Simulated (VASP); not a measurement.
KTaSe3, 5 atoms in the cell. It takes space group Pm-3m (No. 221, cubic). The conventional cell has a = 5.110 Å, b = 5.110 Å, c = 5.110 Å, α = 90.00°, β = 90.00°, γ = 90.00°. Within 4.7 Å of K (site symmetry m-3m) lie 12 Se at 3.61 Å and 8 Ta at 4.43 Å. Ta (site symmetry m-3m) has 6 Se at 2.55 Å within 3.4 Å. Within 3.4 Å of Se (site symmetry 4/mmm) lie 2 Ta at 2.55 Å. The cell was generated, and may not be a known phase.

```yaml
Program: VASP 6.6.1
Task: single point
Functional: PBE
Potentials_or_basis: VASP PAW PBE potentials, release 64 (K_sv, Ta_pv, Se)
Cutoff: 520 eV
k_mesh: 4 × 4 × 4
Occupations: gaussian, width 0.1 eV
Spin: no spin polarisation
Dipole_correction: no
Further_INCAR_settings: ALGO = Normal; EDIFF = 1e-06; NBANDS = 27
```

Potentials or basis: VASP PAW PBE potentials, release 64 (K_sv, Ta_pv, Se).

Run with:

```console
$ cat potpaw_PBE.64/K_sv/POTCAR potpaw_PBE.64/Ta_pv/POTCAR potpaw_PBE.64/Se/POTCAR > POTCAR
$ mpirun -np 1 vasp_std > vasp.out
```

Hardware: 1 thread of Intel Xeon 8259CL, with other jobs on the host.

Problem. Estimate the wall time of this run.

Solution. Run time: 71 s on 1 thread of Intel Xeon 8259CL, with other jobs on the host, peak memory 0.26 GiB. Counts: scf iterations 13, k points 10.
